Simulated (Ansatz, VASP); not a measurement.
Zn in VASP and in Ansatz

```
Zn
1.0
    -1.56904    1.56904    1.56904
     1.56904   -1.56904    1.56904
     1.56904    1.56904   -1.56904
Zn
1
Direct
  0.00000 0.00000 0.00000
```

Alike in both runs: functional PBEsol-based screened hybrid; k mesh 6 × 6 × 6; occupations fermi-dirac, width 0.05 eV; no spin polarisation.

|  | VASP | Ansatz |
| --- | --- | --- |
| version | VASP 6.6.1 | Ansatz 0.2.0 |
| potentials or method | VASP PAW PBE potentials, release 64 (Zn) | Ansatz PAW |
| plane-wave cutoff (eV) | 520 | 420 |
| valence electrons in the cell | 12 | 12 |
| task | single point | band structure |

|  | VASP | Ansatz | Ansatz less VASP |
| --- | --- | --- | --- |
| gap on the k mesh at the Fermi level (eV) | none | none | - |
| pressure (GPa) | -3.1 | -3.2 | -0.09 |

VASP's potentials were made for PBE, not for PBEsol-based screened hybrid. A gap of «none» marks a metal or a gap that the smearing closes.

The k mesh is coarse, so the values compare programs but aren't converged.
